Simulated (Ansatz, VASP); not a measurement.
**Al: VASP beside Ansatz**

```
CELL_PARAMETERS angstrom
2.82708 0.00000 0.00000
-1.41354 2.44832 0.00000
0.00000 0.00000 9.18599
ATOMIC_POSITIONS crystal
Al 0.00000 0.00000 0.00000
Al 0.33333 0.66667 0.25000
Al 0.00000 0.00000 0.50000
Al 0.66667 0.33333 0.75000
```

Alike in both runs: task single point; functional LDA; k mesh 14 × 14 × 4; occupations fermi-dirac, width 0.05 eV; no spin polarisation.

```csv
,VASP,Ansatz
version,VASP 6.6.1,Ansatz 0.2.0
potentials or method,"VASP PAW LDA potentials, release 64 (Al), cutoff 520 eV","plane waves, PAW"
valence electrons in the cell,12,12
```

|  | VASP | Ansatz | Ansatz less VASP |
| --- | --- | --- | --- |
| pressure (GPa) | -0.2 | -0.3 | -0.08 |
| traceless stress, the component that is largest in VASP (GPa) | 0.94 | 0.93 | -0.007 |

LDA's correlation is that of Perdew and Zunger in VASP and of Perdew and Wang (1992) in Ansatz.
